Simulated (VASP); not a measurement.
# Te2Mo (P6_3/mmc) in VASP: a series of runs

The runs below take Te2Mo through relaxation of cell and atoms, single point, with r2SCAN+rVV10, PBE, r2SCAN, r2SCAN+D4.

Everything below comes from runs of VASP 6.6.1. Logs are shortened: lines on timing, memory, paths and dates and some standing lists are left out, and cuts for length are marked.

**1. The cell of the first run**

Symmetry: P6_3/mmc, No. 194, hexagonal system. The conventional cell has a = 3.518 Å, b = 3.518 Å, c = 13.974 Å, α = 90.00°, β = 90.00°, γ = 120.00°. Within 3.7 Å of Te (site symmetry 3m) lie 3 Mo at 2.72 Å and 7 Te at 3.52 to 3.61 Å. Within 3.6 Å of Mo (site symmetry -6m2) lie 6 Te at 2.72 Å and 6 Mo at 3.52 Å.

**2. Relaxation of cell and atoms, r2SCAN+rVV10**

Contents of POSCAR:

```
Te2Mo
1.0
    3.5182000000      0.0000000000      0.0000000000
   -1.7591000000      3.0468505756      0.0000000000
    0.0000000000      0.0000000000     13.9736000000
Te Mo
4 2
Direct
    0.6666666667      0.3333333333      0.3790000000
    0.3333333333      0.6666666667      0.8790000000
    0.6666666667      0.3333333333      0.1210000000
    0.3333333333      0.6666666667      0.6210000000
    0.6666666667      0.3333333333      0.7500000000
    0.3333333333      0.6666666667      0.2500000000
```

Contents of INCAR.step1:

```
SYSTEM = Te2Mo
PREC = Accurate
ENCUT = 600
ISMEAR = -1
SIGMA = 0.05
LREAL = .FALSE.
LASPH = .TRUE.
NELM = 100
GGA = PE
ALGO = Normal
EDIFF = 1E-4
LWAVE = .TRUE.
LCHARG = .FALSE.
```

Contents of INCAR.step2:

```
SYSTEM = Te2Mo
PREC = Accurate
ENCUT = 600
EDIFF = 1E-6
ISMEAR = -1
SIGMA = 0.05
LREAL = .FALSE.
LASPH = .TRUE.
NELM = 100
ALGO = Normal
ISIF = 3
LWAVE = .FALSE.
LCHARG = .FALSE.
METAGGA = R2SCAN
LMIXTAU = .TRUE.
LUSE_VDW = .TRUE.
IVDW_NL = 2
BPARAM = 11.95
CPARAM = 0.0093
IBRION = 2
NSW = 60
EDIFFG = -0.01
ISTART = 1
```

Contents of KPOINTS:

```
Automatic mesh
0
G
  9 9 2
  0 0 0
```

Potentials or basis: VASP PAW PBE potentials, release 64 (Te, Mo_sv).

On the command line:

```sh
$ cat potpaw_PBE.64/Te/POTCAR potpaw_PBE.64/Mo_sv/POTCAR > POTCAR
$ cp INCAR.step1 INCAR
$ mpirun -np 1 vasp_std > vasp.out
$ cp INCAR.step2 INCAR
$ mpirun -np 1 vasp_std > vasp.out
```

OUTCAR:

```text
SYSTEM = Te2Mo
   PREC = Accurate
   ENCUT = 600
   EDIFF = 1E-6
   ISMEAR = -1
   LREAL = .FALSE.
   LASPH = .TRUE.
   NELM = 100
   ISIF = 3
   METAGGA = R2SCAN
   IVDW_NL = 2
   BPARAM = 11.95
   IBRION = 2
   NSW = 60
   EDIFFG = -0.01
   ISTART = 1

 ion  position               nearest neighbor table
   1  0.667  0.333  0.379-   6 2.72   6 2.72   6 2.72   3 3.61
   2  0.333  0.667  0.879-   5 2.72   5 2.72   5 2.72   4 3.61
   3  0.667  0.333  0.121-   6 2.72   6 2.72   6 2.72   1 3.61
   4  0.333  0.667  0.621-   5 2.72   5 2.72   5 2.72   2 3.61
   5  0.667  0.333  0.750-   2 2.72   4 2.72   2 2.72   4 2.72   2 2.72   4 2.72
   6  0.333  0.667  0.250-   1 2.72   3 2.72   1 2.72   3 2.72   1 2.72   3 2.72

  LATTYP: Found a hexagonal cell.
 ALAT       =     3.5182000000
 C/A-ratio  =     3.9718037633

  Lattice vectors:

 A1 = (   3.5182000000,   0.0000000000,   0.0000000000)
 A2 = (  -1.7591000000,   3.0468505756,   0.0000000000)
 A3 = (   0.0000000000,   0.0000000000,  13.9736000000)

Analysis of symmetry for initial positions (statically):
=====================================================================
 Subroutine PRICEL returns:
 Original cell was already a primitive cell.

 Routine SETGRP: Setting up the symmetry group for a
 hexagonal supercell.

 Subroutine GETGRP returns: Found 24 space group operations
 (whereof 12 operations were pure point group operations)
 out of a pool of 24 trial point group operations.

The static configuration has the point symmetry D_3d.
 The point group associated with its full space group is D_6h.

Analysis of symmetry for dynamics (positions and initial velocities):
=====================================================================
 Subroutine PRICEL returns:
 Original cell was already a primitive cell.

 Routine SETGRP: Setting up the symmetry group for a
 hexagonal supercell.

 Subroutine GETGRP returns: Found 24 space group operations
 (whereof 12 operations were pure point group operations)
 out of a pool of 24 trial point group operations.

The dynamic configuration has the point symmetry D_3d.
 The point group associated with its full space group is D_6h.

 Subroutine INISYM returns: Found 24 space group operations
 (whereof 12 operations are pure point group operations),
 and found     1 'primitive' translations

----------------------------------------------------------------------------------------

                                     Primitive cell

  volume of cell :     149.7890

  direct lattice vectors                    reciprocal lattice vectors
     3.518200000  0.000000000  0.000000000     0.284236257  0.164103880  0.000000000
    -1.759100000  3.046850576  0.000000000     0.000000000  0.328207759  0.000000000
     0.000000000  0.000000000 13.973600000     0.000000000  0.000000000  0.071563520

  length of vectors
     3.518200000  3.518200000 13.973600000     0.328207759  0.328207759  0.071563520

  position of ions in fractional coordinates (direct lattice)
     0.666666667  0.333333333  0.379000000
     0.333333333  0.666666667  0.879000000
     0.666666667  0.333333333  0.121000000
     0.333333333  0.666666667  0.621000000
     0.666666667  0.333333333  0.750000000
     0.333333333  0.666666667  0.250000000

  ion indices of the primitive-cell ions
   primitive index   ion index
                 1           1
                 2           2
                 3           3
                 4           4
                 5           5
                 6           6

----------------------------------------------------------------------------------------

 KPOINTS: Automatic mesh

Automatic generation of k-mesh.
 Grid dimensions read from file:
 generate k-points for:    9    9    2

 Generating k-lattice:

  Cartesian coordinates                     Fractional coordinates (reciprocal lattice)
     0.031581806  0.018233764  0.000000000     0.111111111  0.000000000  0.000000000
     0.000000000  0.036467529  0.000000000     0.000000000  0.111111111  0.000000000
     0.000000000  0.000000000  0.035781760     0.000000000  0.000000000  0.500000000

  Length of vectors
     0.036467529  0.036467529  0.035781760

  Shift w.r.t. Gamma in fractional coordinates (k-lattice)
     0.000000000  0.000000000  0.000000000

 Subroutine IBZKPT returns following result:
 ===========================================

 Found     24 irreducible k-points:

 Following reciprocal coordinates:
            Coordinates               Weight
  0.000000  0.000000  0.000000      1.000000
  0.111111  0.000000  0.000000      6.000000
  0.222222 -0.000000  0.000000      6.000000
  0.333333  0.000000  0.000000      6.000000
  0.444444 -0.000000  0.000000      6.000000
  0.111111  0.111111  0.000000      6.000000
[... 16 lines left out ...]
  0.333333  0.222222  0.500000     12.000000
  0.333333  0.333333  0.500000      2.000000
   k-points           NKPTS =     24   k-points in BZ     NKDIM =     24   number of bands    NBANDS=     31
   number of dos      NEDOS =    301   number of ions     NIONS =      6
   total plane-waves  NPLWV =  87808
   dimension x,y,z NGX =    28 NGY =   28 NGZ =  112
   dimension x,y,z NGXF=    56 NGYF=   56 NGZF=  224
   ions per type =               4   2
   NGX,Y,Z   is equivalent  to a cutoff of  13.23, 13.23, 13.32 a.u.
   NGXF,Y,Z  is equivalent  to a cutoff of  26.46, 26.46, 26.65 a.u.
 SYSTEM =  Te2Mo
   PREC   = accura    normal or accurate (medium, high low for compatibility)
   ISTART =      1    job   : 0-new  1-cont  2-samecut
   ICHARG =      0    charge: 1-file 2-atom 10-const
   ISPIN  =      1    spin polarized calculation?
   LNONCOLLINEAR =      F non collinear calculations
   LSORBIT =      F    spin-orbit coupling
   LASPH  =      T    aspherical Exc in radial PAW
   ENCUT  =  600.0 eV  44.10 Ry    6.64 a.u.   7.03  7.03 27.91*2*pi/ulx,y,z
   NELM   =    100;   NELMIN=  2; NELMDL=  0     # of ELM steps
   EDIFF  = 0.1E-05   stopping-criterion for ELM
   LREAL  =      F    real-space projection
   EDIFFG = -.1E-01   stopping-criterion for IOM
   NSW    =     60    number of steps for IOM
   IBRION =      2    ionic relax: 0-MD 1-quasi-New 2-CG
   NFREE  =      1    steps in history (QN), initial steepest desc. (CG)
   ISIF   =      3    stress and relaxation
   ISYM   =      2    0-nonsym 1-usesym 2-fastsym
   POTIM  = 0.5000    time-step for ionic-motion
   TEBEG  =    0.0;   TEEND  =   0.0 temperature during run
   PSTRESS=    0.0 pullay stress
   NELECT =      52.0000    total number of electrons
   NUPDOWN=      -1.0000    fix difference up-down
   EMIN   =  10.00;   EMAX   =-10.00  energy-range for DOS
   EFERMI =   0.00;   METHOD = LEGACY
   ISMEAR =    -1;   SIGMA  =   0.05  broadening in eV -4-tet -1-fermi 0-gaus
   EFERMI_NEDOS =   21; number of points for ismear=-14 and -15
   IALGO  =     38    algorithm
   IMIX   =      4    mixing-type and parameters
     AMIX     =   0.40;   BMIX     =  1.00
     AMIX_MAG =   1.60;   BMIX_MAG =  1.00
  volume/ion in A,a.u.               =      24.96       168.47
  Fermi-wavevector in a.u.,A,eV,Ry     =   1.150578  2.174277 18.011787  1.323829
  Thomas-Fermi vector in A             =   2.287241
   LORBIT       =      0    0 simple, 1 ext, 2 COOP (PROOUT), +10 PAW based schemes
   METAGGA = R2SCAN    functional components
   LHFCALC =     F    Hartree Fock is set to
   AEXX    =    0.0000 exact exchange contribution
   IVDW_NL    =     2    kernel type
   BPARAM     =11.9500
   IVDW    =     0    specifies the selected vdW correction
   LEPSILON=     F    determine dielectric tensor
   LRPA    =     F    only Hartree local field effects (RPA)
 conjugate gradient relaxation of ions
 non-spin polarized calculation
  energy-cutoff  :      600.00
  volume of cell :      149.79
 maximum number of plane-waves:      5038
   NGX = 15   NGY = 15   NGZ = 55

--------------------------------------- Ionic step        1  -------------------------------------------

 number of electron      52.0000001 magnetization

 Free energy of the ion-electron system (eV)
  ---------------------------------------------------
  ext. energy  EPLUGINS =         0.00000000
  ---------------------------------------------------
  free energy    TOTEN  =      -154.48971769 eV

  energy without entropy =     -154.48970839  energy(sigma->0) =     -154.48971304

------------------------ aborting loop because EDIFF is reached ----------------------------------------

  FORCE on cell =-STRESS in cart. coord.  units (eV):
  Direction    XX          YY          ZZ          XY          YZ          ZX
  --------------------------------------------------------------------------------------
  -------------------------------------------------------------------------------------
  Total        1.5043115      1.5043115      1.0568996      0.0000000      0.0000000      0.0000000
  in kB       16.0904569     16.0904569     11.3048373      0.0000000      0.0000000      0.0000000
  external PRESSURE =      14.4952504 kB  Pullay stress =       0.0000000 kB
[... 305 lines left out ...]
  energy  without entropy=     -154.5088290636  energy(sigma->0) =     -154.50883121

--------------------------------------- Ionic step        9  -------------------------------------------

 number of electron      52.0000002 magnetization

 Free energy of the ion-electron system (eV)
  ---------------------------------------------------
  ext. energy  EPLUGINS =         0.00000000
  ---------------------------------------------------
  free energy    TOTEN  =      -154.51007499 eV

  energy without entropy =     -154.51006938  energy(sigma->0) =     -154.51007219

 E-fermi :   8.0316     XC(G=0): -10.8625

 val. band max:        7.6004758916   @ k =   0.0000   0.0000   0.0000
 cond. band min:       8.5432846505   @ k =   0.2222   0.2222   0.0000
 fundamental gap:      0.9428087588
 Fermi energy:         8.0316460855

 k-point     1 :       0.0000    0.0000    0.0000
  band No.  band energies     occupation
      1     -55.1756      2.00000
      2     -55.1756      2.00000
      3     -28.6045      2.00000
      4     -28.6045      2.00000
      5     -28.5024      2.00000
      6     -28.5024      2.00000
[... 838 lines left out ...]
  FREE ENERGIE OF THE ION-ELECTRON SYSTEM (eV)
  ---------------------------------------------------
  free  energy   TOTEN  =      -154.5100749879 eV

  energy  without entropy=     -154.5100693843  energy(sigma->0) =     -154.51007219

 reached required accuracy - stopping structural energy minimisation
```

Wall time 40 min (1 thread of Intel Xeon 6975P-C (Granite Rapids), shared host); peak memory 0.69 GiB.

Results:

* Free energy: -154.5101 eV
* Relaxed volume: 25.82 Å³/atom
* Relaxed cell: a = 3.547 Å, b = 3.547 Å, c = 14.221 Å, α = 90.00°, β = 90.00°, γ = 120.00°
* Space group after relaxing (to 0.1 Å): P6_3/mmc (No. 194)
* Energy gained by relaxing: 3.4 meV/atom
* Ionic steps: 9
* Pressure after relaxing: 0.0 GPa
* Largest force after relaxing: 0.003 eV/Å
* Band gap on the k mesh: 0.94 eV (least direct gap 1.08 eV)

Forces on the atoms (eV/Å):
```
Te   0.000  0.000  0.003
Te   0.000  0.000  0.003
Te   0.000  0.000 -0.003
Te   0.000  0.000 -0.003
Mo   0.000  0.000  0.000
Mo   0.000  0.000  0.000
```

Step by step:
| step | energy change (eV) | largest force (eV/Å) | pressure (GPa) | volume (Å³) |
| --- | --- | --- | --- | --- |
| 1 | 0.0000 | 0.0025 | 1.45 | 149.79 |
| 2 | 0.0053 | 0.3978 | -1.78 | 154.74 |
| 3 | -0.0099 | 0.1808 | -0.04 | 151.97 |
| 4 | -0.0145 | 0.0779 | 0.02 | 152.65 |
| 5 | -0.0147 | 0.0506 | 0.05 | 152.83 |
| 6 | -0.0163 | 0.0429 | 0.03 | 153.14 |
| 7 | -0.0195 | 0.0207 | 0.00 | 154.06 |
| 8 | -0.0191 | 0.0222 | 0.00 | 155.90 |
| 9 | -0.0204 | 0.0033 | 0.01 | 154.92 |

Final structure:
```
Te Mo
1.0
     3.54675    0.00000    0.00000
    -1.77338    3.07158    0.00000
     0.00000    0.00000   14.22065
Te Mo
4 2
Cartesian
  1.7734 1.0239 5.3517
  0.0000 2.0477 12.4620
  1.7734 1.0239 1.7586
  0.0000 2.0477 8.8690
  1.7734 1.0239 10.6655
  0.0000 2.0477 3.5552
```

Caveat: the PAW data sets were made with another functional, which shifts forces and pressure a little; spin-orbit coupling is left out, which moves the levels of the heavy elements.

**3. Single point, PBE, non-collinear spin, zero start, spin-orbit coupling**

This run uses another cell than the first one, of 23.47 Å³/atom.

Contents of INCAR:

```
SYSTEM = Te2Mo
ALGO = Normal
EDIFF = 1E-6
ENCUT = 520
GGA = PE
GGA_COMPAT = .FALSE.
ISIF = 2
ISMEAR = -1
LASPH = .TRUE.
LCHARG = .TRUE.
LMAXMIX = 4
LNONCOLLINEAR = .TRUE.
LORBIT = 11
LORBMOM = .TRUE.
LREAL = .FALSE.
LSORBIT = .TRUE.
LVHAR = .TRUE.
LWAVE = .FALSE.
MAGMOM = 0 0 0 0 0 0 0 0 0 0 0 0 0 0 0 0 0 0
NBANDS = 68
NELM = 150
PREC = Accurate
SIGMA = 0.05
```

Contents of KPOINTS:

```
k-points
0
G
  9 9 2
  0 0 0
```

Edit POSCAR of step 2 so:

```diff
@@ -2,5 +2,5 @@
 1.0
-    3.5182000000      0.0000000000      0.0000000000
-   -1.7591000000      3.0468505756      0.0000000000
-    0.0000000000      0.0000000000     13.9736000000
+    3.4463798477      0.0000000000      0.0000000000
+   -1.7231899238      2.9846524992      0.0000000000
+    0.0000000000      0.0000000000     13.6883444487
 Te Mo
```

Potentials or basis: VASP PAW PBE potentials, release 64 (Te, Mo_sv).

On the command line:

```sh
$ cat potpaw_PBE.64/Te/POTCAR potpaw_PBE.64/Mo_sv/POTCAR > POTCAR
$ mpirun -np 1 vasp_ncl > vasp.out
```

It took 6.4 min on 1 thread of Intel Xeon 6975P-C (Granite Rapids), shared host; peak memory 0.78 GiB.

The run converged. Its results:

| Item | Value |
| --- | --- |
| Free energy | -36.2179 eV |
| Pressure | 10.5 GPa |
| Largest force | 1.154 eV/Å |
| Net moment | 0.00 μB per cell |
| Valence electrons inside the program's atomic spheres | Te 3.47; Mo 12.53 |

Forces in eV/Å, atoms in the order of the input:
```
Te   0.000  0.000  1.154
Te   0.000  0.000  1.154
Te   0.000  0.000 -1.154
Te   0.000  0.000 -1.154
Mo   0.000  0.000  0.000
Mo   0.000  0.000  0.000
```

Stress tensor (GPa, compression positive):
```
 9.65  0.00  0.00
 0.00  9.65  0.00
 0.00  0.00 12.23
```

Moments on the atoms (μB; x, y, z):
```
Te  0.00 0.00 0.00
Te  0.00 0.00 0.00
Te  0.00 0.00 0.00
Te  0.00 0.00 0.00
Mo  0.00 0.00 0.00
Mo  0.00 0.00 0.00
```

Caveat: the cell stands under pressure; this functional lacks dispersion, which binds layers or chains, so the pressure and a relaxed spacing across them are unreliable; forces of over 1 eV/Å act on the atoms, so gaps and moduli don't describe the material at rest.

(Continued in part 2 of 2.)
